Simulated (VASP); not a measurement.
## Re: relaxation of shape and atoms at fixed volume with PBE

Crystal: Re.

```xyz
1
Lattice="2.6184 0.0000 0.0000 -1.3092 2.2676 0.0000 0.0000 0.0000 2.3392" Properties=species:S:1:pos:R:3 pbc="T T T"
Re    0.0000    0.0000    0.0000
```

This isn't the form of Re at room conditions, which is hcp.

* Program: VASP 6.6.1
* Task: relaxation of shape and atoms at fixed volume
* Functional: PBE
* Potentials or basis: VASP PAW PBE potentials, release 64 (Re)
* Cutoff: 600 eV
* k mesh: 16 × 16 × 15
* Occupations: fermi-dirac, width 0.08 eV
* Spin: no spin polarisation
* Dipole correction: no
* Further INCAR settings: ALGO = Normal; EDIFF = 1e-06; IBRION = 2; EDIFFG = -0.005; NSW = 50; ISIF = 4

| Property | Result |
| --- | --- |
| Energy gained by relaxing | 0.1 meV/atom |
| Ionic steps | 3 |
| Pressure after relaxing | 64.4 GPa |
| Band gap on the k mesh | zero (an odd number of electrons rules out a gap without spin polarisation) |

Final structure:
```
Re
1.0
     2.61995    0.00000    0.00000
    -1.30998    2.26895    0.00000
     0.00000    0.00000    2.33636
Re
1
Direct
  0.00000 0.00000 0.00000
```

Levels at points of the mesh, in eV from the Fermi level:
```
           k point  band 1  band 2  band 3  band 4  band 5  band 6  band 7
(0.00, 0.00, 0.00)  -10.77   -6.95   -2.43   -2.43    4.95    4.95   13.34
(0.50, 0.00, 0.00)   -7.72   -5.98   -0.43    1.00    4.08    4.64    9.91
```

Run time: 61 s on 1 thread of Intel Xeon 8259CL, with other jobs on the host, peak memory 0.16 GiB.

Caveat: spin-orbit coupling is left out, which moves the levels of the heavy elements.
